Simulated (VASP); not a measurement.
Input of a VASP 6.6.1 run:

File INCAR:

```
SYSTEM = Sc
PREC = Accurate
ENCUT = 520
EDIFF = 1E-6
ISMEAR = -1
SIGMA = 0.05
LREAL = .FALSE.
LASPH = .TRUE.
NELM = 150
ALGO = Normal
ISIF = 2
LWAVE = .FALSE.
LCHARG = .FALSE.
ISPIN = 2
MAGMOM = 1 1
LORBIT = 11
LMAXMIX = 4
GGA = PS
NBANDS = 22
```

KPOINTS

```
Automatic mesh
0
G
  11 11 6
  0 0 0
```

POSCAR

```
Sc
1.0
    3.2756562292      0.0000000000      0.0000000000
   -1.6378281146      2.8368015086      0.0000000000
    0.0000000000      0.0000000000      5.0878861516
Sc
2
Direct
    0.3333333333      0.6666666667      0.2500000000
    0.6666666667      0.3333333333      0.7500000000
```

Potentials or basis: VASP PAW PBE potentials, release 64 (Sc_sv).

Run with:

```console
$ cat potpaw_PBE.64/Sc_sv/POTCAR > POTCAR
$ mpirun -np 1 vasp_std > vasp.out
```

What does it give for the net moment?

0.00 μB per cell.

Predict the pressure.

0.0 GPa.

What does it give for the band gap on the k mesh?

Zero (filled and empty bands overlap).

Caveat: the PAW data sets were made with another functional, which shifts forces and pressure a little.
